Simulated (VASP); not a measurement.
A run of VASP 6.6.1 is set up as follows.

File INCAR:

```
SYSTEM = GaO
PREC     = Accurate       ! precision mode
ENCUT    = 520            ! plane-wave cutoff, eV
EDIFF    = 1E-6           ! SCF threshold, eV
ISMEAR   = 0              ! smearing method
SIGMA    = 0.1            ! smearing width, eV
LREAL    = .False.        ! projectors in reciprocal space
LASPH    = .True.         ! aspherical terms in the spheres
NELM     = 100            ! most SCF steps
ALGO     = Normal         ! electronic algorithm
ISIF     = 2              ! what is computed and relaxed
LWAVE    = .False.        ! write WAVECAR
LCHARG   = .False.        ! write CHGCAR
GGA      = PE             ! functional
NBANDS   = 27             ! bands
```

File KPOINTS:

```
regular mesh
0
Gamma
  18 18 8
  0 0 0
```

Contents of POSCAR:

```
GaO
1.0
    3.4505165735      0.0000000000      0.0000000000
   -1.7252582867      2.9882350088      0.0000000000
    0.0000000000      0.0000000000      6.4229748311
Ga O
2 2
Direct
    0.3333333333      0.6666666667      0.2500000000
    0.6666666667      0.3333333333      0.7500000000
    0.3333333333      0.6666666667      0.7500000000
    0.6666666667      0.3333333333      0.2500000000
```

Potentials or basis: VASP PAW PBE potentials, release 64 (Ga_d, O).

Launch:

```bash
$ cat potpaw_PBE.64/Ga_d/POTCAR potpaw_PBE.64/O/POTCAR > POTCAR
$ mpirun -np 1 vasp_std > vasp.out
```

(1) Predict the band gap on the k mesh.

(2) Predict the pressure.

Results:

(1) zero (band 19 reaches 6.02 eV, above the bottom of band 20 at 1.35 eV).

(2) 0.4 GPa.
